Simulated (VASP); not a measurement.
Write the native input for VASP 6.6.1 that does the following.

```yaml
Task: single point
Functional: LDA
Potentials_or_basis: VASP PAW LDA potentials, release 64 (Ti_sv, Au)
Cutoff: 520 eV
k_mesh: 14 × 14 × 14
Occupations: fermi-dirac, width 0.15 eV
Spin: no spin polarisation
Dipole_correction: no
Further_INCAR_settings: ALGO = Fast; EDIFF = 1e-07; NBANDS = 18
```

The structure of TiAu lies in POSCAR:

```
TiAu
1.0
    3.1701791770      0.0000000000      0.0000000000
    0.0000000000      3.1701791770      0.0000000000
    0.0000000000      0.0000000000      3.1701791770
Ti Au
1 1
Direct
    0.5000000000      0.5000000000      0.5000000000
    0.0000000000      0.0000000000      0.0000000000
```

This cell differs from its parent crystal: volume scaled by 0.98.

The input as run:

INCAR

```
SYSTEM = TiAu
ALGO = Fast
EDIFF = 1E-7
ENCUT = 520
GGA = CA
ISIF = 2
ISMEAR = -1
LASPH = .True.
LCHARG = .False.
LREAL = .False.
LWAVE = .False.
NBANDS = 18
NELM = 60
PREC = Accurate
SIGMA = 0.15
```

KPOINTS

```
k-points
0
Gamma
  14 14 14
  0 0 0
```

Potentials or basis: VASP PAW LDA potentials, release 64 (Ti_sv, Au).

Launch:

```bash
$ cat potpaw_LDA.64/Ti_sv/POTCAR potpaw_LDA.64/Au/POTCAR > POTCAR
$ mpirun -np 1 vasp_std > vasp.out
```

Results of the run:

```
Pressure : 4.0 GPa
```

Wall time 66 s on 1 thread of AMD EPYC 9R45 96-Core Processor (Zen 5) (shared host), peak memory 0.15 GiB.
